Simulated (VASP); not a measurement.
Here is a VASP 6.6.1 calculation.

The input POSCAR:

```
BaTiCl3
1.0
    3.4762283700      6.0210003700      0.0000000000
   -3.4762283700      6.0210003700      0.0000000000
    0.0000000000      0.0000000000      5.8526259000
Cl Ti Ba
6 2 2
Direct
    0.2964000000      0.8518000000      0.5000000000
    0.8518000000      0.8518000000      0.5000000000
    0.8518000000      0.2964000000      0.5000000000
    0.7036000000      0.1482000000      0.0000000000
    0.1482000000      0.1482000000      0.0000000000
    0.1482000000      0.7036000000      0.0000000000
    0.0000000000      0.0000000000      0.2559400000
    0.0000000000      0.0000000000      0.7440600000
    0.3333000000      0.3334000000      0.5000000000
    0.6667000000      0.6666000000      0.0000000000
```

File INCAR.step1:

```
ALGO = Normal
EDIFF = 1E-5
ENCUT = 550
GGA = PE
GGA_COMPAT = False
ISMEAR = -1
ISPIN = 2
ISYM = 0
KPAR = 4
LASPH = True
LCHARG = False
LMAXMIX = 4
LREAL = False
LWAVE = True
MAGMOM = 0 0 0 0 0 0 -1.43 1.43 0 0
NBANDS = 58
NELM = 200
PREC = Accurate
SIGMA = 0.1
```

File INCAR.step2:

```
ALGO = Normal
EDIFF = 1E-6
ENCUT = 550
GGA_COMPAT = False
ISIF = 2
ISMEAR = -1
ISPIN = 2
ISTART = 1
ISYM = 0
KPAR = 4
LASPH = True
LCHARG = False
LMAXMIX = 4
LMIXTAU = True
LORBIT = 11
LREAL = False
LWAVE = False
MAGMOM = 0 0 0 0 0 0 -1.43 1.43 0 0
METAGGA = R2SCAN
NBANDS = 58
NELM = 200
PREC = Accurate
SIGMA = 0.1
```

File KPOINTS:

```
k-points
0
Gamma
  4 4 4
```

Potentials or basis: VASP PAW PBE potentials, release 64 (Cl, Ti_sv, Ba_sv).

Launch:

```sh
$ cat potpaw_PBE.64/Cl/POTCAR potpaw_PBE.64/Ti_sv/POTCAR potpaw_PBE.64/Ba_sv/POTCAR > POTCAR
$ cp INCAR.step1 INCAR
$ mpirun -np 4 vasp_std > vasp.out
$ cp INCAR.step2 INCAR
$ mpirun -np 4 vasp_std > vasp.out
```

Estimate the pressure.

9.0 GPa.

What does it give for the band gap on the k mesh?

Zero (filled and empty bands overlap).

Stress tensor (GPa, compression positive):
```
 7.86  0.00  0.00
 0.00  7.86  0.00
 0.00  0.00 11.41
```

Caveat: the cell stands under pressure; the PAW data sets were made with another functional, which shifts forces and pressure a little; spin-orbit coupling is left out, which moves the levels of the heavy elements; semilocal functionals often make such compounds metallic where correlation or magnetic order opens a gap, which also shifts bond lengths.
